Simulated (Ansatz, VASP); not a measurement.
Two plane-wave programs on B

INCAR

```
PREC = Accurate
ENCUT = 600
EDIFF = 1E-7
ISMEAR = 0
SIGMA = 0.1
LREAL = False
LASPH = True
NELM = 80
ALGO = Normal
ISIF = 3
LWAVE = False
LCHARG = False
GGA = PE
IBRION = 2
NSW = 100
EDIFFG = -0.01
```

Contents of KPOINTS:

```
Automatic mesh
0
Gamma
  12 12 24
```

Contents of POSCAR:

```
B
1.0
    4.0151090221      0.0000000000      0.0000000000
    0.0000000000      4.0151090221      0.0000000000
    0.0000000000      0.0000000000      1.8984209514
B
4
Direct
    0.5000000000      0.2138088321      0.0000000000
    0.5000000000      0.7861911679      0.0000000000
    0.7861911679      0.5000000000      0.5000000000
    0.2138088321      0.5000000000      0.5000000000
```

Input for Ansatz:

```yaml
crystal:
  lattice:
    - [4.0151090221, 0.0, 0.0]
    - [0.0, 4.0151090221, 0.0]
    - [0.0, 0.0, 1.8984209514]
  atoms:
    - { symbol: B, position: [0.5, 0.2138088321, 0.0] }
    - { symbol: B, position: [0.5, 0.7861911679, 0.0] }
    - { symbol: B, position: [0.7861911679, 0.5, 0.5] }
    - { symbol: B, position: [0.2138088321, 0.5, 0.5] }
basis:
  ecutwfc: 420
kpoints:
  mp_grid: { grid: [12, 12, 24] }
hamiltonian:
  xc: pbe
scf:
  occupations: { method: gaussian, width: 0.1 }
output:
  forces: true
  stress: true
  eigenvalues: true
relax:
  adjacent_minimum: "off"
  f_tol: 0.01
  max_steps: 80
  cell: { stress_tol: 0.05 }
```

Alike in both runs: task relaxation of cell and atoms; functional PBE; k mesh 12 × 12 × 24; occupations gaussian, width 0.1 eV; no spin polarisation.

```csv
,VASP,Ansatz
version,VASP 6.6.1,Ansatz 0.2.0
potentials or method,"VASP PAW PBE potentials, release 64 (B), cutoff 600 eV","scalar-relativistic, plane waves, PAW"
valence electrons in the cell,12,12
```

|  | VASP | Ansatz | Ansatz less VASP |
| --- | --- | --- | --- |
| gap on the k mesh at the Fermi level, each at its own relaxed structure (eV) | none | none | - |
| relaxed volume (Å³/atom) | 7.64 | 7.64 | +0.003 |
| relaxed cell length with the largest relative difference (Å) | 4.022 | 4.023 | +0.0006 |

A gap of «none» marks a metal or a gap that the smearing closes.
